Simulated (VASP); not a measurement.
# TaN (P-62m) in VASP: a series of runs, part 2 of 2

VASP 6.6.1. Earlier steps stand in the parts before.

### 4 Single point, PBEsol

This run uses another cell than the first one: it holds 12 atoms, not 6.

File INCAR:

```
  PREC = Accurate
  ENCUT = 520
  EDIFF = 1E-6
  ISMEAR = 0
  SIGMA = 0.1
  LREAL = False
  LASPH = True
  NELM = 60
  ALGO = Normal
  ISIF = 2
  LWAVE = False
  LCHARG = True
  GGA = PS
  LELF = True
  LVHAR = True
  NBANDS = 60
```

File KPOINTS:

```
regular mesh
0
Gamma
  6 6 6
```

File POSCAR:

```
TaN
1.0
    2.5902356694     -4.4864197831      0.0000000000
   -5.1804713389      0.0000000000      0.0000000000
    0.0000000000      0.0000000000     -5.7884536121
Ta N
6 6
Direct
    0.3333333333      0.6666666667      0.2500000000
    0.3333333333      0.6666666667      0.7500000000
    0.6666666667      0.3333333333      0.2500000000
    0.6666666667      0.3333333333      0.7500000000
    1.0000000000      1.0000000000      0.5000000000
    1.0000000000      1.0000000000      0.0000000000
    1.0000000000      0.6067041463      0.5000000000
    1.0000000000      0.6067041463      0.0000000000
    0.3932958537      0.3932958537      0.5000000000
    0.3932958537      0.3932958537      0.0000000000
    0.6067041463      1.0000000000      0.5000000000
    0.6067041463      1.0000000000      0.0000000000
```

Potentials or basis: VASP PAW PBE potentials, release 64 (Ta_pv, N).

Started as:

```console
> cat potpaw_PBE.64/Ta_pv/POTCAR potpaw_PBE.64/N/POTCAR > POTCAR
> mpirun -np 1 vasp_std > vasp.out
```

OUTCAR:

```text
PREC = Accurate
   ENCUT = 520
   EDIFF = 1E-6
   ISMEAR = 0
   LREAL = False
   LASPH = True
   NELM = 60
   ISIF = 2
   GGA = PS

 ion  position               nearest neighbor table
   1  0.333  0.667  0.250-   7 2.15   8 2.15  11 2.15  12 2.15   9 2.15  10 2.15   2 2.89   2 2.89
                             3 2.99   3 2.99   3 2.99   5 3.32   6 3.32   6 3.32   5 3.32   6 3.32
   2  0.333  0.667  0.750-   7 2.15   8 2.15  11 2.15  12 2.15   9 2.15  10 2.15   1 2.89   1 2.89
                             4 2.99   4 2.99   4 2.99   5 3.32   6 3.32   6 3.32   5 3.32   6 3.32
[... 1762 lines left out ...]
 -----------------------------------------------------------------------------
  energy-cutoff  :      520.00
  volume of cell :      134.53
      direct lattice vectors                 reciprocal lattice vectors
     2.590235669 -4.486419783  0.000000000     0.000000000 -0.222894880  0.000000000
    -5.180471339  0.000000000  0.000000000    -0.193032629 -0.111447440  0.000000000
     0.000000000  0.000000000 -5.788453612     0.000000000  0.000000000 -0.172757712

 POSITION                                       TOTAL-FORCE (eV/Angst)
 -----------------------------------------------------------------------------------
     -2.59024     -1.49547     -1.44711        -0.000000     -0.000000     -0.000000
     -2.59024     -1.49547     -4.34134        -0.000000     -0.000000     -0.000000
      0.00000     -2.99095     -1.44711        -0.000000      0.000000     -0.000000
      0.00000     -2.99095     -4.34134        -0.000000      0.000000     -0.000000
      0.00000      0.00000     -2.89423        -0.000000      0.000000     -0.000000
      0.00000      0.00000      0.00000        -0.000000      0.000000     -0.000000
     -3.14301      0.00000     -2.89423         0.012251      0.000000     -0.000000
     -3.14301      0.00000      0.00000         0.012251      0.000000     -0.000000
     -1.01873     -1.76449     -2.89423        -0.006125     -0.010609     -0.000000
     -1.01873     -1.76449      0.00000        -0.006125     -0.010609     -0.000000
      1.57151     -2.72193     -2.89423        -0.006125      0.010609     -0.000000
      1.57151     -2.72193      0.00000        -0.006125      0.010609      0.000000
 -----------------------------------------------------------------------------------
    total drift:                               -0.000003     -0.000005      0.000000

  FREE ENERGIE OF THE ION-ELECTRON SYSTEM (eV)
  ---------------------------------------------------
  free  energy   TOTEN  =      -142.9022341627 eV

  energy  without entropy=     -142.8981464350  energy(sigma->0) =     -142.90019030
```

It took 7 min on 1 thread of Intel Xeon 8259CL, shared host; peak memory 0.35 GiB.

What came out:

- Free energy: -142.9022 eV
- Pressure: 0.9 GPa
- Largest force: 0.012 eV/Å
- Band gap on the k mesh: zero (bands 48 and 49 overlap by 0.10 eV)

Forces in eV/Å, atoms in the order of the input:
```
Ta   0.000  0.000  0.000
Ta   0.000  0.000  0.000
Ta   0.000  0.000  0.000
Ta   0.000  0.000  0.000
Ta   0.000  0.000  0.000
Ta   0.000  0.000  0.000
N    0.012  0.000  0.000
N    0.012  0.000  0.000
N   -0.006 -0.011  0.000
N   -0.006 -0.011  0.000
N   -0.006  0.011  0.000
N   -0.006  0.011  0.000
```

Levels at points of the mesh, in eV from the Fermi level:
```csv
k point,band 44,band 45,band 46,band 47,band 48,band 49,band 50,band 51,band 52,band 53
"(0.00, 0.00, 0.00)",-2.91,-2.91,-1.95,-0.93,-0.93,0.60,0.60,1.84,1.94,1.94
"(0.50, 0.00, 0.00)",-3.30,-2.87,-2.67,-1.96,-0.97,0.52,1.26,1.39,1.83,1.94
"(0.00, 0.00, 0.50)",-2.00,-2.00,-2.00,-1.15,-1.15,0.41,0.41,1.45,1.45,1.45
"(0.50, 0.00, 0.50)",-2.40,-2.01,-2.01,-0.99,-0.99,0.29,0.29,1.00,1.00,1.51
```

Caveat: the PAW data sets were made with another functional, which shifts forces and pressure a little; spin-orbit coupling is left out, which moves the levels of the heavy elements.

### 5 Single point, PBEsol

This run uses another cell than the first one, of 11.21 Å³/atom.

File INCAR:

```
  PREC = Accurate
  ENCUT = 520
  EDIFF = 1E-7
  ISMEAR = 0
  SIGMA = 0.1
  LREAL = F
  LASPH = T
  NELM = 60
  ALGO = Normal
  ISIF = 2
  LWAVE = F
  LCHARG = F
  GGA = PS
  NBANDS = 33
```

File KPOINTS:

```
Automatic mesh
0
Gamma
  12 12 12
```

File POSCAR:

```
TaN
1.0
    5.1789208721      0.0000000000      0.0000000000
   -2.5894604360      4.4850770395      0.0000000000
    0.0000000000      0.0000000000      2.8959972706
Ta N
3 3
Direct
    0.3333333333      0.6666666667      0.5000000000
    0.6666666667      0.3333333333      0.5000000000
    0.0000000000      0.0000000000      0.0000000000
    0.3933709415      0.0000000000      0.0000000000
    0.6066290585      0.6066290585      0.0000000000
    0.0000000000      0.3933709415      0.0000000000
```

Started as:

```console
> cat potpaw_PBE.64/Ta_pv/POTCAR potpaw_PBE.64/N/POTCAR > POTCAR
> mpirun -np 1 vasp_std > vasp.out
```

Wall time 6.8 min (1 thread of Intel Xeon 8259CL, shared host); peak memory 0.35 GiB.

The run converged. Its results:

```yaml
Free_energy: -71.4504 eV
Pressure: 0.9 GPa
Largest_force: 0.009 eV/Å
Band_gap_on_the_k_mesh: zero (bands 24 and 25 overlap by 3.21 eV)
```

Forces in eV/Å, atoms in the order of the input:
```
Ta   0.000  0.000  0.000
Ta   0.000  0.000  0.000
Ta   0.000  0.000  0.000
N    0.009  0.000  0.000
N   -0.005 -0.008  0.000
N   -0.005  0.008  0.000
```

Stress tensor (GPa, compression positive):
```
0.92 0.00 0.00
0.00 0.92 0.00
0.00 0.00 0.80
```

Levels at points of the mesh, in eV from the Fermi level:
| k point | band 22 | band 23 | band 24 | band 25 | band 26 | band 27 |
| --- | --- | --- | --- | --- | --- | --- |
| (0.00, 0.00, 0.00) | -3.41 | -2.04 | -1.02 | -1.02 | 0.50 | 0.50 |
| (0.50, 0.00, 0.00) | -4.00 | -2.96 | -2.76 | 1.16 | 1.73 | 1.85 |
| (0.00, 0.00, 0.50) | -3.01 | -3.01 | 1.85 | 1.85 | 1.97 | 2.12 |
| (0.50, 0.00, 0.50) | -3.40 | -2.06 | -1.06 | 0.42 | 1.29 | 3.21 |

Caveat: the PAW data sets were made with another functional, which shifts forces and pressure a little; spin-orbit coupling is left out, which moves the levels of the heavy elements.

### 6 Overview

```tsv
task	cell	k mesh	cutoff (eV)	gap on the mesh (eV)	pressure (GPa)	largest force (eV/Å)
relaxation of cell and atoms	relaxed from a = 5.196, b = 5.196, c = 2.911 Å, angles 90.0, 90.0, 120.0°, 6 atoms, atomic positions A	12 × 12 × 12	600	none	0.0	-
single point	a = 5.180, b = 5.180, c = 5.788 Å, angles 90.0, 90.0, 120.0°, 12 atoms, atomic positions B	6 × 6 × 6	520	none	0.9	0.01
single point	a = 5.179, b = 5.179, c = 2.896 Å, angles 90.0, 90.0, 120.0°, 6 atoms, atomic positions A	12 × 12 × 12	520	none	0.9	0.01
```

Alike in all rows: level PBEsol; potentials or basis VASP PAW PBE potentials, release 64 (Ta_pv, N); no spin polarisation; smearing gaussian 0.1 eV.

Caveats: the PAW data sets were made with another functional, which shifts forces and pressure a little; spin-orbit coupling is left out, which moves the levels of the heavy elements.

Absolute energies hang on the potentials; compare differences alone.
